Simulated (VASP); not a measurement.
# HfSiO4 (P4/mmm) in VASP: notebook, part 2 of 2

VASP 6.6.1.

## 4. Relaxation of cell and atoms, PBE

This run uses another cell than the first one, of 11.85 Å³/atom, 1.224 times its volume.

Contents of INCAR:

```
SYSTEM = HfSiO4
PREC     = Accurate       ! precision mode
ENCUT    = 600            ! plane-wave cutoff, eV
EDIFF    = 1E-6           ! SCF threshold, eV
ISMEAR   = 0              ! smearing method
SIGMA    = 0.1            ! smearing width, eV
LREAL    = .False.        ! projectors in reciprocal space
LASPH    = .True.         ! aspherical terms in the spheres
NELM     = 60             ! most SCF steps
ALGO     = Normal         ! electronic algorithm
ISIF     = 3              ! what is computed and relaxed
LWAVE    = .False.        ! write WAVECAR
LCHARG   = .False.        ! write CHGCAR
GGA      = PE             ! functional
IBRION   = 2              ! ionic algorithm
NSW      = 90             ! ionic steps
EDIFFG   = -0.04          ! ionic threshold
```

Contents of KPOINTS:

```
Automatic mesh
0
Gamma
  6 6 4
  0 0 0
```

Contents of POSCAR:

```
HfSiO4
1.0
    3.6905578400      0.0000000000      0.0000000000
    0.0000000000      3.6905578400      0.0000000000
    0.0000000000      0.0000000000      5.2192369400
Hf Si O
1 1 4
Direct
    0.0000000000      0.0000000000      0.0000000000
    0.5000000000      0.5000000000      0.5000000000
    0.5000000000      0.0000000000      0.2500000000
    0.0000000000      0.5000000000      0.7500000000
    0.5000000000      0.0000000000      0.7500000000
    0.0000000000      0.5000000000      0.2500000000
```

Potentials or basis: VASP PAW PBE potentials, release 64 (Hf_pv, Si, O).

The run is started by

```console
> cat potpaw_PBE.64/Hf_pv/POTCAR potpaw_PBE.64/Si/POTCAR potpaw_PBE.64/O/POTCAR > POTCAR
> mpirun -np 1 vasp_std > vasp.out
```

OUTCAR:

```text
SYSTEM = HfSiO4
   PREC = Accurate
   ENCUT = 600
   EDIFF = 1E-6
   ISMEAR = 0
   LREAL = .False.
   LASPH = .True.
   NELM = 60
   ISIF = 3
   GGA = PE
   IBRION = 2
   NSW = 90
   EDIFFG = -0.04

 ion  position               nearest neighbor table
   1  0.000  0.000  0.000-   3 2.26   4 2.26   5 2.26   6 2.26   4 2.26   6 2.26   3 2.26   5 2.26

   2  0.500  0.500  0.500-   3 2.26   4 2.26   5 2.26   6 2.26   3 2.26   5 2.26   4 2.26   6 2.26

   3  0.500  0.000  0.250-   1 2.26   2 2.26   2 2.26   1 2.26
   4  0.000  0.500  0.750-   1 2.26   2 2.26   1 2.26   2 2.26
   5  0.500  0.000  0.750-   1 2.26   2 2.26   2 2.26   1 2.26
   6  0.000  0.500  0.250-   1 2.26   2 2.26   1 2.26   2 2.26

  LATTYP: Found a simple tetragonal cell.
 ALAT       =     3.6905578400
 C/A-ratio  =     1.4142135596

  Lattice vectors:

 A1 = (   3.6905578400,   0.0000000000,   0.0000000000)
 A2 = (   0.0000000000,   3.6905578400,   0.0000000000)
 A3 = (   0.0000000000,   0.0000000000,   5.2192369400)

Analysis of symmetry for initial positions (statically):
=====================================================================
 Subroutine PRICEL returns:
 Original cell was already a primitive cell.

 Routine SETGRP: Setting up the symmetry group for a
 simple tetragonal supercell.

 Subroutine GETGRP returns: Found 16 space group operations
 (whereof 16 operations were pure point group operations)
 out of a pool of 16 trial point group operations.

The static configuration has the point symmetry D_4h.

Analysis of symmetry for dynamics (positions and initial velocities):
=====================================================================
 Subroutine PRICEL returns:
 Original cell was already a primitive cell.

 Routine SETGRP: Setting up the symmetry group for a
 simple tetragonal supercell.

 Subroutine GETGRP returns: Found 16 space group operations
 (whereof 16 operations were pure point group operations)
 out of a pool of 16 trial point group operations.

[... 136 lines left out ...]
   IVDW    =     0    specifies the selected vdW correction
   LEPSILON=     F    determine dielectric tensor
   LRPA    =     F    only Hartree local field effects (RPA)
 conjugate gradient relaxation of ions
 non-spin polarized calculation
 Gauss-broadening in eV      SIGMA  =   0.10
  energy-cutoff  :      600.00
  volume of cell :       71.09
 maximum number of plane-waves:      2405
 NGX is ok and might be reduce to    30
   NGX = 15   NGY = 15   NGZ = 21

--------------------------------------- Ionic step        1  -------------------------------------------

 number of electron      37.9999977 magnetization

 Free energy of the ion-electron system (eV)
  ---------------------------------------------------
  ext. energy  EPLUGINS =         0.00000000
  ---------------------------------------------------
  free energy    TOTEN  =       -47.57438617 eV

  energy without entropy =      -47.57218478  energy(sigma->0) =      -47.57328548

------------------------ aborting loop because EDIFF is reached ----------------------------------------

  FORCE on cell =-STRESS in cart. coord.  units (eV):
  Direction    XX          YY          ZZ          XY          YZ          ZX
  --------------------------------------------------------------------------------------
  -------------------------------------------------------------------------------------
  Total      -12.7146588    -12.7146588    -13.5812358      0.0000000      0.0000000     -0.0000000
  in kB     -286.5657273   -286.5657273   -306.0968265      0.0000000      0.0000000     -0.0000000
  external PRESSURE =    -293.0760937 kB  Pullay stress =       0.0000000 kB
[... 227 lines left out ...]
--------------------------------------- Ionic step        7  -------------------------------------------

 number of electron      37.9999991 magnetization

 Free energy of the ion-electron system (eV)
  ---------------------------------------------------
  ext. energy  EPLUGINS =         0.00000000
  ---------------------------------------------------
  free energy    TOTEN  =       -49.25889629 eV

  energy without entropy =      -49.25739872  energy(sigma->0) =      -49.25814751

 E-fermi :   6.1942     XC(G=0): -11.9290

 val. band max:        6.1792599948   @ k =   0.5000   0.5000   0.0000
 cond. band min:       6.2008779220   @ k =   0.0000   0.0000   0.0000
 fundamental gap:      0.0216179272
 Fermi energy:         6.1942003184

 k-point     1 :       0.0000    0.0000    0.0000
  band No.  band energies     occupation
      1     -23.8945      2.00000
      2     -23.7541      2.00000
      3     -23.7541      2.00000
      4     -14.1674      2.00000
      5     -11.6791      2.00000
      6     -11.1815      2.00000
[... 613 lines left out ...]
     22      11.0684      0.00000
     23      14.1002      0.00000

 [... further k-points ...]

------------------------ aborting loop because EDIFF is reached ----------------------------------------

  FORCE on cell =-STRESS in cart. coord.  units (eV):
  Direction    XX          YY          ZZ          XY          YZ          ZX
  --------------------------------------------------------------------------------------
  -------------------------------------------------------------------------------------
  Total       -0.1673576     -0.1673576     -0.0854920      0.0000000     -0.0000000      0.0000000
  in kB       -4.6482981     -4.6482981     -2.3745104      0.0000000     -0.0000000      0.0000000
  external PRESSURE =      -3.8903689 kB  Pullay stress =       0.0000000 kB
[... 21 lines left out ...]
  FREE ENERGIE OF THE ION-ELECTRON SYSTEM (eV)
  ---------------------------------------------------
  free  energy   TOTEN  =       -49.2588962890 eV

  energy  without entropy=      -49.2573987225  energy(sigma->0) =      -49.25814751

 reached required accuracy - stopping structural energy minimisation
```

OSZICAR:

```text
N       E                     dE             d eps       ncg     rms          rms(c)
DAV:   1     0.226105301441E+03    0.22611E+03   -0.22795E+04  1380   0.177E+03
DAV:   2    -0.424579837172E+02   -0.26856E+03   -0.26404E+03  1786   0.367E+02
[... 76 lines left out ...]
DAV:   1    -0.492630312030E+02   -0.74697E-02   -0.33569E-01  1380   0.481E+00    0.916E-01
DAV:   2    -0.492599845852E+02    0.30466E-02   -0.75558E-03  1723   0.642E-01    0.349E-01
DAV:   3    -0.492590552678E+02    0.92932E-03   -0.74507E-04  1634   0.213E-01    0.166E-01
DAV:   4    -0.492588938959E+02    0.16137E-03   -0.32027E-04  1798   0.136E-01    0.931E-02
DAV:   5    -0.492589005920E+02   -0.66961E-05   -0.62505E-05  1674   0.493E-02    0.305E-02
DAV:   6    -0.492588962950E+02    0.42970E-05   -0.24370E-05  1639   0.290E-02    0.460E-03
DAV:   7    -0.492588962890E+02    0.60404E-08   -0.50441E-07   732   0.567E-03
   7 F= -.49258896E+02 E0= -.49258148E+02  d E =-.105758E-01
```

Run time: 5.6 min. Hardware: 1 thread of AMD EPYC 7R13 (Zen 3), shared host; peak memory 0.21 GiB.

What came out:

```
Free energy                            : -49.2589 eV
Relaxed volume                         : 9.61 Å³/atom
Relaxed cell                           : a = 3.431 Å, b = 3.431 Å, c = 4.900 Å, α = 90.00°, β = 90.00°, γ = 90.00°
Space group after relaxing (to 0.05 Å) : P4/mmm (No. 123)
Energy gained by relaxing              : 280.8 meV/atom
Ionic steps                            : 7
Pressure after relaxing                : -0.4 GPa
Largest force after relaxing           : 0.012 eV/Å
```

Forces in eV/Å, atoms in the order of the input:
```
Hf   0.000  0.000  0.000
Si   0.000  0.000  0.000
O    0.000  0.000  0.012
O    0.000  0.000 -0.012
O    0.000  0.000 -0.012
O    0.000  0.000  0.012
```

Step by step:
```
step  energy change (eV)  largest force (eV/Å)  pressure (GPa)  volume (Å³)
   1              0.0000                0.8045          -29.31        71.09
   2             -0.6860                2.3362           43.45        51.04
   3             -1.4678                1.7235            1.31        58.27
   4             -1.6446                0.6781            1.82        57.02
   5             -1.6739                0.0129            1.29        57.36
   6             -1.6812                0.0113           -1.24        57.87
   7             -1.6845                0.0118           -0.39        57.68
```

Final structure:
```xyz
6
Lattice="3.4310 0.0000 0.0000 0.0000 3.4310 0.0000 0.0000 0.0000 4.9002" Properties=species:S:1:pos:R:3 pbc="T T T"
Hf    0.0000    0.0000    0.0000
Si    1.7155    1.7155    2.4501
O     1.7155    0.0000    1.3071
O     3.4310    1.7155    3.5932
O     1.7155    3.4310    3.5932
O     0.0000    1.7155    1.3071
```

Levels at points of the mesh, in eV from the Fermi level:
| k point | band 15 | band 16 | band 17 | band 18 | band 19 | band 20 | band 21 | band 22 | band 23 |
| --- | --- | --- | --- | --- | --- | --- | --- | --- | --- |
| (0.00, 0.00, 0.00) | -1.18 | -1.18 | -1.11 | -1.11 | -0.10 | 0.01 | 4.45 | 4.52 | 5.51 |
| (0.50, 0.00, 0.00) | -3.07 | -2.83 | -2.13 | -1.51 | -0.54 | 3.99 | 4.16 | 4.44 | 5.86 |
| (0.50, 0.50, 0.00) | -1.42 | -1.42 | -0.94 | -0.09 | -0.01 | 0.06 | 5.34 | 6.98 | 7.94 |
| (0.00, 0.00, 0.50) | -3.00 | -1.95 | -1.95 | -0.60 | -0.60 | 1.82 | 3.15 | 4.57 | 5.75 |
| (0.50, 0.00, 0.50) | -3.88 | -3.08 | -2.51 | -2.29 | -2.03 | 4.56 | 4.82 | 4.87 | 7.91 |
| (0.50, 0.50, 0.50) | -2.09 | -1.29 | -0.80 | -0.33 | -0.25 | 3.05 | 3.95 | 5.59 | 7.05 |

Caveat: the volume moved by over 15 % at a fixed basis, so the end points are rough; spin-orbit coupling is left out, which moves the levels of the heavy elements.

## 5. Overview

```tsv
task	cell	cutoff (eV)	gap on the mesh (eV)	pressure (GPa)	largest force (eV/Å)
single point	a = 3.437, b = 3.437, c = 4.918 Å, 6 atoms	520	none	-2.0	0.15
single point	a = 3.691, b = 3.691, c = 5.219 Å, 6 atoms	520	none	-29.1	0.80
relaxation of cell and atoms	relaxed from a = 3.691, b = 3.691, c = 5.219 Å, 6 atoms	600	-	-0.4	0.01
```

Alike in all rows: level PBE; potentials or basis VASP PAW PBE potentials, release 64 (Hf_pv, Si, O); no spin polarisation; k mesh 6 × 6 × 4; smearing gaussian 0.1 eV.

Caveats: spin-orbit coupling is left out, which moves the levels of the heavy elements; the volume moved by over 15 % at a fixed basis, so the end points are rough (some runs).

Absolute energies hang on the potentials; compare differences alone.
